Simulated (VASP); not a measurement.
Input of a VASP 6.6.1 run:

The input POSCAR:

```
KF
1.0
    0.0000000000      2.6718500000      2.6718500000
    2.6718500000      0.0000000000      2.6718500000
    2.6718500000      2.6718500000      0.0000000000
K F
1 1
Direct
    0.0000000000      0.0000000000      0.0000000000
    0.5000000000      0.5000000000      0.5000000000
```

The input INCAR.step1:

```
PREC = Accurate ; ENCUT = 520
ISMEAR = -1 ; SIGMA = 0.05
LREAL = F ; LASPH = T
NELM = 60 ; NBANDS = 15
GGA = PE ; ALGO = Normal
EDIFF = 1E-4 ; LWAVE = T
LCHARG = F
```

INCAR.step2

```
PREC = Accurate ; ENCUT = 520
EDIFF = 1E-6 ; ISMEAR = -1
SIGMA = 0.05 ; LREAL = F
LASPH = T ; NELM = 60
ALGO = Normal ; ISIF = 2
LWAVE = F ; LCHARG = F
METAGGA = R2SCAN ; LMIXTAU = T
NBANDS = 15 ; ISTART = 1
```

File KPOINTS:

```
Automatic mesh
0
Gamma
  9 9 9
```

Potentials or basis: VASP PAW PBE potentials, release 64 (K_sv, F).

Launch:

```bash
$ cat potpaw_PBE.64/K_sv/POTCAR potpaw_PBE.64/F/POTCAR > POTCAR
$ cp INCAR.step1 INCAR
$ mpirun -np 1 vasp_std > vasp.out
$ cp INCAR.step2 INCAR
$ mpirun -np 1 vasp_std > vasp.out
```

(1) Estimate the band gap on the k mesh.

(2) What does it give for the pressure?

Results:

(1) 6.83 eV.

(2) -0.5 GPa.

Caveat: the PAW data sets were made with another functional, which shifts forces and pressure a little; an odd mesh through Γ misses points on the zone boundary, where band edges can lie.
